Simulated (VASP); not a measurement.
# TaN (C2) in VASP: single point with r2SCAN

Aim: the single point of TaN with r2SCAN.

All numbers are computed with VASP 6.6.1; they aren't measurements. Logs are shortened: lines on timing, memory, paths and dates and some standing lists are left out, and cuts for length are marked.

## 1. The cell of the first run

Symmetry: C2, No. 5, monoclinic system. Conventional cell: a = 2.936 Å, b = 5.086 Å, c = 2.885 Å, α = 90.00°, β = 91.43°, γ = 90.00°. Ta (site symmetry 2) has 6 N at 2.20 to 2.25 Å and 8 Ta at 2.88 to 2.94 Å within 3.0 Å. Within 3.0 Å of N (site symmetry 2) lie 6 Ta at 2.20 to 2.25 Å and 8 N at 2.88 to 2.94 Å.

## 2. Single point, r2SCAN (strain +0.0250 x Voigt [0, 0, 0, 0, 1, 0])

File POSCAR:

```
TaN
1.0
    2.9361543272      0.0000000000      0.0367019291
   -1.4680771636      2.5427842368     -0.0183509645
    0.0360577319      0.0000000000      2.8846185526
Ta N
1 1
Direct
    0.3333333333      0.6666666667      0.5000000000
    0.0000000000      0.0000000000      0.0000000000
```

File INCAR.step1:

```
SYSTEM = TaN
PREC = Accurate
ENCUT = 520
ISMEAR = 0
SIGMA = 0.15
LREAL = .FALSE.
LASPH = .TRUE.
NELM = 80
NBANDS = 15
GGA = PE
ALGO = Normal
EDIFF = 1E-4
LWAVE = .TRUE.
LCHARG = .FALSE.
```

File INCAR.step2:

```
SYSTEM = TaN
PREC = Accurate
ENCUT = 520
EDIFF = 1E-6
ISMEAR = 0
SIGMA = 0.15
LREAL = .FALSE.
LASPH = .TRUE.
NELM = 80
ALGO = Normal
ISIF = 2
LWAVE = .FALSE.
LCHARG = .FALSE.
METAGGA = R2SCAN
LMIXTAU = .TRUE.
NBANDS = 15
ISTART = 1
```

File KPOINTS:

```
regular mesh
0
G
  24 24 20
  0 0 0
```

Potentials or basis: VASP PAW PBE potentials, release 64 (Ta_pv, N).

Run with:

```
$ cat potpaw_PBE.64/Ta_pv/POTCAR potpaw_PBE.64/N/POTCAR > POTCAR
$ cp INCAR.step1 INCAR
$ mpirun -np 1 vasp_std > vasp.out
$ cp INCAR.step2 INCAR
$ mpirun -np 1 vasp_std > vasp.out
```

OUTCAR:

```text
SYSTEM = TaN
   PREC = Accurate
   ENCUT = 520
   EDIFF = 1E-6
   ISMEAR = 0
   LREAL = .FALSE.
   LASPH = .TRUE.
   NELM = 80
   ISIF = 2
   METAGGA = R2SCAN
   ISTART = 1

 ion  position               nearest neighbor table
   1  0.333  0.667  0.500-   2 2.20   2 2.20   2 2.23   2 2.23   2 2.25   2 2.25
   2  0.000  0.000  0.000-   1 2.20   1 2.20   1 2.23   1 2.23   1 2.25   1 2.25

  LATTYP: Found a base centered monoclinic cell.
 ALAT       =     2.9363837053
 B/A-ratio  =     1.7319155070
 C/A-ratio  =     0.9824478659
 COS(beta)  =    -0.0249960944

  Lattice vectors:

 A1 = (  -1.4680771636,   2.5427842368,  -0.0183509645)
 A2 = (  -1.4680771636,  -2.5427842368,  -0.0183509646)
 A3 = (   0.0360577319,   0.0000000000,   2.8846185526)

Analysis of symmetry for initial positions (statically):
=====================================================================
 Subroutine PRICEL returns:
 Original cell was already a primitive cell.

 Routine SETGRP: Setting up the symmetry group for a
 base centered monoclinic supercell.

 Subroutine GETGRP returns: Found  2 space group operations
 (whereof  2 operations were pure point group operations)
 out of a pool of  4 trial point group operations.

The static configuration has the point symmetry C_2 .

Analysis of symmetry for dynamics (positions and initial velocities):
=====================================================================
 Subroutine PRICEL returns:
 Original cell was already a primitive cell.

 Routine SETGRP: Setting up the symmetry group for a
 base centered monoclinic supercell.

 Subroutine GETGRP returns: Found  2 space group operations
 (whereof  2 operations were pure point group operations)
 out of a pool of  4 trial point group operations.

The dynamic configuration has the point symmetry C_2 .

 Subroutine INISYM returns: Found  2 space group operations
 (whereof  2 operations are pure point group operations),
 and found     1 'primitive' translations

----------------------------------------------------------------------------------------

                                     Primitive cell

  volume of cell :      21.5332

  direct lattice vectors                    reciprocal lattice vectors
     2.936154327  0.000000000  0.036701929     0.340634777  0.196634851 -0.004257935
    -1.468077164  2.542784237 -0.018350965     0.000000000  0.393269702  0.000000000
     0.036057732  0.000000000  2.884618553    -0.004334006 -0.000000000  0.346720461

  length of vectors
     2.936383705  2.936211673  2.884843905     0.393338844  0.393269702  0.346747547

  position of ions in fractional coordinates (direct lattice)
     0.333333333  0.666666667  0.500000000
     0.000000000  0.000000000  0.000000000

  ion indices of the primitive-cell ions
   primitive index   ion index
                 1           1
                 2           2

----------------------------------------------------------------------------------------

 KPOINTS: regular mesh

Automatic generation of k-mesh.
 Grid dimensions read from file:
 generate k-points for:   24   24   20

 Generating k-lattice:

  Cartesian coordinates                     Fractional coordinates (reciprocal lattice)
     0.014193116  0.008193119 -0.000177414     0.041666667 -0.000000000  0.000000000
     0.000000000  0.016386238  0.000000000     0.000000000  0.041666667  0.000000000
    -0.000216700 -0.000000000  0.017336023     0.000000000  0.000000000  0.050000000

  Length of vectors
     0.016389118  0.016386238  0.017337377

  Shift w.r.t. Gamma in fractional coordinates (k-lattice)
     0.000000000  0.000000000  0.000000000

 Subroutine IBZKPT returns following result:
 ===========================================

 Found   3014 irreducible k-points:

 Following reciprocal coordinates:
            Coordinates               Weight
  0.000000  0.000000  0.000000      1.000000
  0.041667 -0.000000  0.000000      4.000000
  0.083333 -0.000000  0.000000      4.000000
  0.125000 -0.000000  0.000000      4.000000
  0.166667 -0.000000  0.000000      4.000000
  0.208333 -0.000000  0.000000      4.000000
[... 16 lines left out ...]
  0.375000  0.041667  0.000000      4.000000
  0.416667  0.041667  0.000000      4.000000
 [... further k-points ...]
   k-points           NKPTS =   3014   k-points in BZ     NKDIM =   3014   number of bands    NBANDS=     15
   number of dos      NEDOS =    301   number of ions     NIONS =      2
   total plane-waves  NPLWV =  13824
   dimension x,y,z NGX =    24 NGY =   24 NGZ =   24
   dimension x,y,z NGXF=    48 NGYF=   48 NGZF=   48
   ions per type =               1   1
   NGX,Y,Z   is equivalent  to a cutoff of  13.59, 13.59, 13.83 a.u.
   NGXF,Y,Z  is equivalent  to a cutoff of  27.18, 27.18, 27.66 a.u.
 SYSTEM =  TaN
   PREC   = accura    normal or accurate (medium, high low for compatibility)
   ISTART =      1    job   : 0-new  1-cont  2-samecut
   ICHARG =      0    charge: 1-file 2-atom 10-const
   ISPIN  =      1    spin polarized calculation?
   LNONCOLLINEAR =      F non collinear calculations
   LSORBIT =      F    spin-orbit coupling
   LASPH  =      T    aspherical Exc in radial PAW
   ENCUT  =  520.0 eV  38.22 Ry    6.18 a.u.   5.46  5.46  5.36*2*pi/ulx,y,z
   NELM   =     80;   NELMIN=  2; NELMDL=  0     # of ELM steps
   EDIFF  = 0.1E-05   stopping-criterion for ELM
   LREAL  =      F    real-space projection
   EDIFFG = 0.1E-04   stopping-criterion for IOM
   NSW    =      0    number of steps for IOM
   IBRION =     -1    ionic relax: 0-MD 1-quasi-New 2-CG
   NFREE  =      0    steps in history (QN), initial steepest desc. (CG)
   ISIF   =      2    stress and relaxation
   ISYM   =      2    0-nonsym 1-usesym 2-fastsym
   POTIM  = 0.5000    time-step for ionic-motion
   TEBEG  =    0.0;   TEEND  =   0.0 temperature during run
   PSTRESS=    0.0 pullay stress
   NELECT =      16.0000    total number of electrons
   NUPDOWN=      -1.0000    fix difference up-down
   EMIN   =  10.00;   EMAX   =-10.00  energy-range for DOS
   EFERMI =   0.00;   METHOD = LEGACY
   ISMEAR =     0;   SIGMA  =   0.15  broadening in eV -4-tet -1-fermi 0-gaus
   EFERMI_NEDOS =   21; number of points for ismear=-14 and -15
   IALGO  =     38    algorithm
   IMIX   =      4    mixing-type and parameters
     AMIX     =   0.40;   BMIX     =  1.00
     AMIX_MAG =   1.60;   BMIX_MAG =  1.00
  volume/ion in A,a.u.               =      10.77        72.66
  Fermi-wavevector in a.u.,A,eV,Ry     =   1.482786  2.802060 29.914514  2.198655
  Thomas-Fermi vector in A             =   2.596529
   LORBIT       =      0    0 simple, 1 ext, 2 COOP (PROOUT), +10 PAW based schemes
   METAGGA = R2SCAN    functional components
   LHFCALC =     F    Hartree Fock is set to
   AEXX    =    0.0000 exact exchange contribution
   IVDW    =     0    specifies the selected vdW correction
   LEPSILON=     F    determine dielectric tensor
   LRPA    =     F    only Hartree local field effects (RPA)
 non-spin polarized calculation
 Gauss-broadening in eV      SIGMA  =   0.15
  energy-cutoff  :      520.00
  volume of cell :       21.53
 maximum number of plane-waves:       601
 NGX is ok and might be reduce to    24
   NGX = 11   NGY = 11   NGZ = 11

 number of electron      16.0000001 magnetization

 Free energy of the ion-electron system (eV)
  ---------------------------------------------------
  ext. energy  EPLUGINS =         0.00000000
  ---------------------------------------------------
  free energy    TOTEN  =       -60.38500991 eV

  energy without entropy =      -60.38435331  energy(sigma->0) =      -60.38468161

 E-fermi :   8.2176     XC(G=0): -14.3529

 val. band max:        8.2055774051   @ k =   0.0417  -0.0000   0.5000
 cond. band min:       8.2225640148   @ k =   0.0000   0.0417   0.4500
 fundamental gap:      0.0169866097
 Fermi energy:         8.2176292183

 k-point     1 :       0.0000    0.0000    0.0000
  band No.  band energies     occupation
      1     -27.9136      2.00000
      2     -27.6491      2.00000
      3     -27.6487      2.00000
      4     -10.5868      2.00000
      5       3.3977      2.00000
      6       3.4005      2.00000
      7       3.8300      2.00000
      8       5.0764      2.00000
      9      10.6955      0.00000
     10      11.9066      0.00000
     11      11.9093      0.00000
     12      12.5389      0.00000
     13      12.5627      0.00000
     14      18.8392      0.00000
     15      22.2759      0.00000

 k-point     2 :       0.0417   -0.0000    0.0000
  band No.  band energies     occupation
      1     -27.9111      2.00000
      2     -27.6690      2.00000
      3     -27.6531      2.00000
      4     -10.5501      2.00000
      5       3.2812      2.00000
      6       3.4281      2.00000
      7       3.8831      2.00000
      8       5.0227      2.00000
      9      10.8373      0.00000
     10      11.8378      0.00000
     11      11.9158      0.00000
     12      12.5215      0.00000
     13      12.6018      0.00000
     14      18.8392      0.00000
     15      22.2634      0.00000

 k-point     3 :       0.0833   -0.0000    0.0000
  band No.  band energies     occupation
      1     -27.9039      2.00000
      2     -27.7272      2.00000
      3     -27.6654      2.00000
      4     -10.4420      2.00000
      5       2.9730      2.00000
      6       3.5104      2.00000
      7       4.0226      2.00000
      8       4.8714      2.00000
      9      11.2139      0.00000
     10      11.6473      0.00000
     11      11.9370      0.00000
     12      12.4672      0.00000
     13      12.7308      0.00000
     14      18.8392      0.00000
     15      22.2289      0.00000
[... 343 lines left out ...]
 k-point    23 :       0.3750    0.0417    0.0000
  band No.  band energies     occupation
      1     -28.6168      2.00000
      2     -27.8771      2.00000
      3     -27.7805      2.00000
      4      -8.5451      2.00000
      5      -0.0992      2.00000
      6       2.9359      2.00000
      7       4.4183      2.00000
      8       5.1251      2.00000
      9      11.3405      0.00000
     10      11.5308      0.00000
     11      13.3052      0.00000
     12      13.9242      0.00000
     13      15.7101      0.00000
     14      18.8359      0.00000
     15      21.8650      0.00000

 k-point    24 :       0.4167    0.0417    0.0000
  band No.  band energies     occupation
      1     -28.6809      2.00000
      2     -27.8931      2.00000
      3     -27.7708      2.00000
      4      -8.3848      2.00000
      5      -0.2701      2.00000
      6       2.8183      2.00000
      7       4.3751      2.00000
      8       5.1194      2.00000
      9      11.3124      0.00000
     10      11.9753      0.00000
     11      13.4258      0.00000
     12      13.9363      0.00000
     13      16.1135      0.00000
     14      18.8322      0.00000
     15      21.0211      0.00000

 [... further k-points ...]
[... 5 lines left out ...]
  --------------------------------------------------------------------------------------
  -------------------------------------------------------------------------------------
  Total        0.2539566      0.2199141      0.2789611      0.0000000      0.0000000     -0.8479611
  in kB       18.8956226     16.3626884     20.7560805      0.0000000      0.0000000    -63.0924826
  external PRESSURE =      18.6714638 kB  Pullay stress =       0.0000000 kB

 VOLUME and BASIS-vectors are now :
 -----------------------------------------------------------------------------
  energy-cutoff  :      520.00
  volume of cell :       21.53
      direct lattice vectors                 reciprocal lattice vectors
     2.936154327  0.000000000  0.036701929     0.340634777  0.196634851 -0.004257935
    -1.468077164  2.542784237 -0.018350965     0.000000000  0.393269702  0.000000000
     0.036057732  0.000000000  2.884618553    -0.004334006 -0.000000000  0.346720461

 POSITION                                       TOTAL-FORCE (eV/Angst)
 -----------------------------------------------------------------------------------
      0.01803      1.69519      1.44231        -0.000000     -0.015666     -0.000000
      0.00000      0.00000      0.00000         0.000000      0.015666      0.000000
 -----------------------------------------------------------------------------------
    total drift:                                0.000001     -0.000094      0.000000

  FREE ENERGIE OF THE ION-ELECTRON SYSTEM (eV)
  ---------------------------------------------------
  free  energy   TOTEN  =       -60.3850099079 eV

  energy  without entropy=      -60.3843533078  energy(sigma->0) =      -60.38468161
```

It took 77 min on 1 thread of Oxide Virtual Turin-like, shared host; peak memory 0.96 GiB.

What came out:

| Property | Result |
| --- | --- |
| Free energy | -60.3850 eV |
| Pressure | 1.9 GPa |
| Largest force | 0.016 eV/Å |
| Band gap on the k mesh | zero (bands 8 and 9 overlap by 0.48 eV) |

Forces on the atoms (eV/Å):
```
Ta   0.000 -0.016  0.000
N    0.000  0.016  0.000
```

Caveat: the cell differs from its parent crystal (strain +0.0250 x Voigt [0, 0, 0, 0, 1, 0]); the PAW data sets were made with another functional, which shifts forces and pressure a little; spin-orbit coupling is left out, which moves the levels of the heavy elements.
